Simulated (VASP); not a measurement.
# CdF2 (Imm2) in VASP: single point with LDA

Aim: the single point of CdF2 with LDA.

Everything below comes from runs of VASP 6.6.1. Logs are shortened: lines on timing, memory, paths and dates and some standing lists are left out, and cuts for length are marked.

**1. The cell of the first run**

Symmetry: Imm2, No. 44, orthorhombic system. The conventional cell has a = 3.810 Å, b = 5.388 Å, c = 3.810 Å, α = 90.00°, β = 90.00°, γ = 90.00°. Within 2.3 Å of Cd (site symmetry mm2) lie 2 F at 1.71 Å. Within 2.3 Å of F (site symmetry m) lie 1 Cd at 1.71 Å.

**2. Single point, LDA (atom 1 (Cd) moved by (-0.600, -0.600) A along y and z)**

The input, INCAR:

```
SYSTEM = CdF2
PREC = Accurate
ENCUT = 600
EDIFF = 1E-6
ISMEAR = 0
SIGMA = 0.05
LREAL = .FALSE.
LASPH = .TRUE.
NELM = 120
ALGO = Normal
ISIF = 2
LWAVE = .FALSE.
LCHARG = .FALSE.
NBANDS = 24
GGA_COMPAT = .FALSE.
```

The input, KPOINTS:

```
Automatic mesh
0
G
  8 8 8
  0 0 0
```

The input, POSCAR:

```
CdF2
1.0
    0.0000000000      2.6940000000      2.6940000000
    2.6940000000      0.0000000000      2.6940000000
    2.6940000000      2.6940000000      0.0000000000
Cd F
1 2
Direct
   -0.2227171492      0.0000000000      0.0000000000
    0.2500000000      0.2500000000      0.2500000000
    0.7500000000      0.7500000000      0.7500000000
```

Potentials or basis: VASP PAW LDA potentials, release 64 (Cd_sv_GW, F).

On the command line:

```
$ cat potpaw_LDA.64/Cd_sv_GW/POTCAR potpaw_LDA.64/F/POTCAR > POTCAR
$ mpirun -np 1 vasp_std > vasp.out
```

OUTCAR:

```text
SYSTEM = CdF2
   PREC = Accurate
   ENCUT = 600
   EDIFF = 1E-6
   ISMEAR = 0
   LREAL = .FALSE.
   LASPH = .TRUE.
   NELM = 120
   ISIF = 2

 ion  position               nearest neighbor table
   1  0.777  0.000  0.000-   3 1.71   2 1.71
   2  0.250  0.250  0.250-   1 1.71
   3  0.750  0.750  0.750-   1 1.71

  LATTYP: Found a face centered cubic cell.
 ALAT       =     5.3880000000

  Lattice vectors:

 A1 = (   0.0000000000,   2.6940000000,   2.6940000000)
 A2 = (   2.6940000000,   0.0000000000,   2.6940000000)
 A3 = (   2.6940000000,   2.6940000000,   0.0000000000)

Analysis of symmetry for initial positions (statically):
=====================================================================
 Subroutine PRICEL returns:
 Original cell was already a primitive cell.

 Routine SETGRP: Setting up the symmetry group for a
 face centered cubic supercell.

 Subroutine GETGRP returns: Found  4 space group operations
 (whereof  4 operations were pure point group operations)
 out of a pool of 48 trial point group operations.

The static configuration has the point symmetry C_2v.

Analysis of symmetry for dynamics (positions and initial velocities):
=====================================================================
 Subroutine PRICEL returns:
 Original cell was already a primitive cell.

 Routine SETGRP: Setting up the symmetry group for a
 face centered cubic supercell.

 Subroutine GETGRP returns: Found  4 space group operations
 (whereof  4 operations were pure point group operations)
 out of a pool of 48 trial point group operations.

The dynamic configuration has the point symmetry C_2v.

 Subroutine INISYM returns: Found  4 space group operations
 (whereof  4 operations are pure point group operations),
 and found     1 'primitive' translations

----------------------------------------------------------------------------------------

                                     Primitive cell

  volume of cell :      39.1041

  direct lattice vectors                    reciprocal lattice vectors
     0.000000000  2.694000000  2.694000000    -0.185597624  0.185597624  0.185597624
     2.694000000  0.000000000  2.694000000     0.185597624 -0.185597624  0.185597624
     2.694000000  2.694000000  0.000000000     0.185597624  0.185597624 -0.185597624

  length of vectors
     3.809891337  3.809891337  3.809891337     0.321464515  0.321464515  0.321464515

  position of ions in fractional coordinates (direct lattice)
     0.777282851  0.000000000  0.000000000
     0.250000000  0.250000000  0.250000000
     0.750000000  0.750000000  0.750000000

  ion indices of the primitive-cell ions
   primitive index   ion index
                 1           1
                 2           2
                 3           3

----------------------------------------------------------------------------------------

 KPOINTS: Automatic mesh

Automatic generation of k-mesh.
 Grid dimensions read from file:
 generate k-points for:    8    8    8

 Generating k-lattice:

  Cartesian coordinates                     Fractional coordinates (reciprocal lattice)
    -0.023199703  0.023199703  0.023199703     0.125000000  0.000000000  0.000000000
     0.023199703 -0.023199703  0.023199703     0.000000000  0.125000000  0.000000000
     0.023199703  0.023199703 -0.023199703     0.000000000  0.000000000  0.125000000

  Length of vectors
     0.040183064  0.040183064  0.040183064

  Shift w.r.t. Gamma in fractional coordinates (k-lattice)
     0.000000000  0.000000000  0.000000000

 Subroutine IBZKPT returns following result:
 ===========================================

 Found     95 irreducible k-points:

 Following reciprocal coordinates:
            Coordinates               Weight
  0.000000  0.000000  0.000000      1.000000
  0.125000  0.000000  0.000000      4.000000
  0.000000  0.125000  0.000000      4.000000
  0.250000  0.000000  0.000000      4.000000
  0.000000  0.250000  0.000000      4.000000
  0.375000  0.000000  0.000000      4.000000
[... 16 lines left out ...]
  0.375000 -0.125000 -0.125000      4.000000
 -0.375000  0.125000  0.000000      8.000000
 [... further k-points ...]
   k-points           NKPTS =     95   k-points in BZ     NKDIM =     95   number of bands    NBANDS=     24
   number of dos      NEDOS =    301   number of ions     NIONS =      3
   total plane-waves  NPLWV =  27000
   dimension x,y,z NGX =    30 NGY =   30 NGZ =   30
   dimension x,y,z NGXF=    60 NGYF=   60 NGZF=   60
   ions per type =               1   2
   NGX,Y,Z   is equivalent  to a cutoff of  13.09, 13.09, 13.09 a.u.
   NGXF,Y,Z  is equivalent  to a cutoff of  26.18, 26.18, 26.18 a.u.
 SYSTEM =  CdF2
   PREC   = accura    normal or accurate (medium, high low for compatibility)
   ISTART =      0    job   : 0-new  1-cont  2-samecut
   ICHARG =      2    charge: 1-file 2-atom 10-const
   ISPIN  =      1    spin polarized calculation?
   LNONCOLLINEAR =      F non collinear calculations
   LSORBIT =      F    spin-orbit coupling
   LASPH  =      T    aspherical Exc in radial PAW
   ENCUT  =  600.0 eV  44.10 Ry    6.64 a.u.   7.61  7.61  7.61*2*pi/ulx,y,z
   NELM   =    120;   NELMIN=  2; NELMDL= -5     # of ELM steps
   EDIFF  = 0.1E-05   stopping-criterion for ELM
   LREAL  =      F    real-space projection
   EDIFFG = 0.1E-04   stopping-criterion for IOM
   NSW    =      0    number of steps for IOM
   IBRION =     -1    ionic relax: 0-MD 1-quasi-New 2-CG
   NFREE  =      0    steps in history (QN), initial steepest desc. (CG)
   ISIF   =      2    stress and relaxation
   ISYM   =      2    0-nonsym 1-usesym 2-fastsym
   POTIM  = 0.5000    time-step for ionic-motion
   TEBEG  =    0.0;   TEEND  =   0.0 temperature during run
   PSTRESS=    0.0 pullay stress
   NELECT =      34.0000    total number of electrons
   NUPDOWN=      -1.0000    fix difference up-down
   EMIN   =  10.00;   EMAX   =-10.00  energy-range for DOS
   EFERMI =   0.00;   METHOD = LEGACY
   ISMEAR =     0;   SIGMA  =   0.05  broadening in eV -4-tet -1-fermi 0-gaus
   EFERMI_NEDOS =   21; number of points for ismear=-14 and -15
   IALGO  =     38    algorithm
   IMIX   =      4    mixing-type and parameters
     AMIX     =   0.40;   BMIX     =  1.00
     AMIX_MAG =   1.60;   BMIX_MAG =  1.00
  volume/ion in A,a.u.               =      13.03        87.96
  Fermi-wavevector in a.u.,A,eV,Ry     =   1.562525  2.952743 33.218397  2.441483
  Thomas-Fermi vector in A             =   2.665430
   LORBIT       =      0    0 simple, 1 ext, 2 COOP (PROOUT), +10 PAW based schemes
   GGA     = CA    functional components
   LHFCALC =     F    Hartree Fock is set to
   AEXX    =    0.0000 exact exchange contribution
   IVDW    =     0    specifies the selected vdW correction
   LEPSILON=     F    determine dielectric tensor
   LRPA    =     F    only Hartree local field effects (RPA)
 non-spin polarized calculation
 Gauss-broadening in eV      SIGMA  =   0.05
  energy-cutoff  :      600.00
  volume of cell :       39.10
 maximum number of plane-waves:      1323
   NGX = 15   NGY = 15   NGZ = 15

 number of electron      33.9999985 magnetization

 Free energy of the ion-electron system (eV)
  ---------------------------------------------------
  ext. energy  EPLUGINS =         0.00000000
  ---------------------------------------------------
  free energy    TOTEN  =        -8.85461366 eV

  energy without entropy =       -8.85461366  energy(sigma->0) =       -8.85461366

 E-fermi :   2.1292     XC(G=0): -11.1301

 val. band max:        1.8151559001   @ k =   0.0000  -0.3750   0.3750
 cond. band min:       3.4967094201   @ k =   0.0000   0.0000   0.0000
 fundamental gap:      1.6815535201
 Fermi energy:         2.1291755646

 k-point     1 :       0.0000    0.0000    0.0000
  band No.  band energies     occupation
      1     -97.4055      2.00000
      2     -58.9131      2.00000
      3     -58.8944      2.00000
      4     -58.8662      2.00000
      5     -21.0538      2.00000
      6     -20.2158      2.00000
[... 16 lines left out ...]
     23      17.8457      0.00000
     24      19.4157      0.00000

 k-point     2 :       0.1250    0.0000    0.0000
  band No.  band energies     occupation
      1     -97.4055      2.00000
      2     -58.9136      2.00000
      3     -58.8948      2.00000
      4     -58.8665      2.00000
      5     -21.0085      2.00000
      6     -20.2388      2.00000
[... 16 lines left out ...]
     23      17.8433      0.00000
     24      19.1570      0.00000

 k-point     3 :       0.0000    0.1250    0.0000
  band No.  band energies     occupation
      1     -97.4055      2.00000
      2     -58.9134      2.00000
      3     -58.8949      2.00000
      4     -58.8667      2.00000
      5     -21.0100      2.00000
      6     -20.2365      2.00000
[... 16 lines left out ...]
     23      17.9809      0.00000
     24      19.1570      0.00000

 k-point     4 :       0.2500    0.0000    0.0000
  band No.  band energies     occupation
      1     -97.4055      2.00000
      2     -58.9145      2.00000
      3     -58.8955      2.00000
      4     -58.8668      2.00000
      5     -20.8876      2.00000
      6     -20.3045      2.00000
[... 16 lines left out ...]
     23      18.0769      0.00000
     24      19.7171      0.00000

 k-point     5 :       0.0000    0.2500    0.0000
  band No.  band energies     occupation
      1     -97.4055      2.00000
      2     -58.9137      2.00000
      3     -58.8956      2.00000
      4     -58.8674      2.00000
      5     -20.8902      2.00000
      6     -20.2998      2.00000
[... 451 lines left out ...]
 k-point    22 :       0.1250    0.0000    0.5000
  band No.  band energies     occupation
      1     -97.4054      2.00000
      2     -58.9143      2.00000
      3     -58.8964      2.00000
      4     -58.8680      2.00000
      5     -20.5969      2.00000
      6     -20.5073      2.00000
[... 16 lines left out ...]
     23      18.6074      0.00000
     24      20.4319      0.00000

 k-point    23 :       0.3750   -0.1250   -0.1250
  band No.  band energies     occupation
      1     -97.4054      2.00000
      2     -58.9153      2.00000
      3     -58.8966      2.00000
      4     -58.8671      2.00000
      5     -20.6334      2.00000
      6     -20.4568      2.00000
[... 16 lines left out ...]
     23      18.4469      0.00000
     24      20.5518      0.00000

 k-point    24 :      -0.3750    0.1250    0.0000
  band No.  band energies     occupation
      1     -97.4054      2.00000
      2     -58.9152      2.00000
      3     -58.8963      2.00000
      4     -58.8672      2.00000
      5     -20.6708      2.00000
      6     -20.4371      2.00000
[... 16 lines left out ...]
     23      17.4401      0.00000
     24      20.4035      0.00000

 [... further k-points ...]

------------------------ aborting loop because EDIFF is reached ----------------------------------------

  FORCE on cell =-STRESS in cart. coord.  units (eV):
  Direction    XX          YY          ZZ          XY          YZ          ZX
  --------------------------------------------------------------------------------------
  -------------------------------------------------------------------------------------
  Total       24.5174608      6.4535853      6.4535853      0.0000000      7.6808588      0.0000000
  in kB     1004.5309037    264.4166920    264.4166920      0.0000000    314.7006170      0.0000000
  external PRESSURE =     511.1214292 kB  Pullay stress =       0.0000000 kB

 VOLUME and BASIS-vectors are now :
 -----------------------------------------------------------------------------
  energy-cutoff  :      600.00
  volume of cell :       39.10
      direct lattice vectors                 reciprocal lattice vectors
     0.000000000  2.694000000  2.694000000    -0.185597624  0.185597624  0.185597624
     2.694000000  0.000000000  2.694000000     0.185597624 -0.185597624  0.185597624
     2.694000000  2.694000000  0.000000000     0.185597624  0.185597624 -0.185597624

 POSITION                                       TOTAL-FORCE (eV/Angst)
 -----------------------------------------------------------------------------------
      0.00000      2.09400      2.09400         0.000000     10.068295     10.068295
      1.34700      1.34700      1.34700         9.449320     -5.034148     -5.034148
      4.04100      4.04100      4.04100        -9.449320     -5.034148     -5.034148
 -----------------------------------------------------------------------------------
    total drift:                                0.000001     -0.004908     -0.004908

  FREE ENERGIE OF THE ION-ELECTRON SYSTEM (eV)
  ---------------------------------------------------
  free  energy   TOTEN  =        -8.8546136624 eV

  energy  without entropy=       -8.8546136624  energy(sigma->0) =       -8.85461366
```

It took 1.7 min on 1 thread of Intel Xeon Platinum 8259CL at 2.50GHz (Skylake/Cascade Lake), shared host; peak memory 0.24 GiB.

What came out:

| Item | Value |
| --- | --- |
| Free energy | -8.8546 eV |
| Pressure | 51.1 GPa |
| Largest force | 14.239 eV/Å |
| Band gap on the k mesh | 1.68 eV (least direct gap 2.77 eV) |

Forces on the atoms (eV/Å):
```
Cd   0.000 10.068 10.068
F    9.449 -5.034 -5.034
F   -9.449 -5.034 -5.034
```

Caveat: the cell differs from its parent crystal (atom 1 (Cd) moved by (-0.600, -0.600) A along y and z); the cell stands under pressure; forces of over 1 eV/Å act on the atoms, so gaps and moduli don't describe the material at rest.
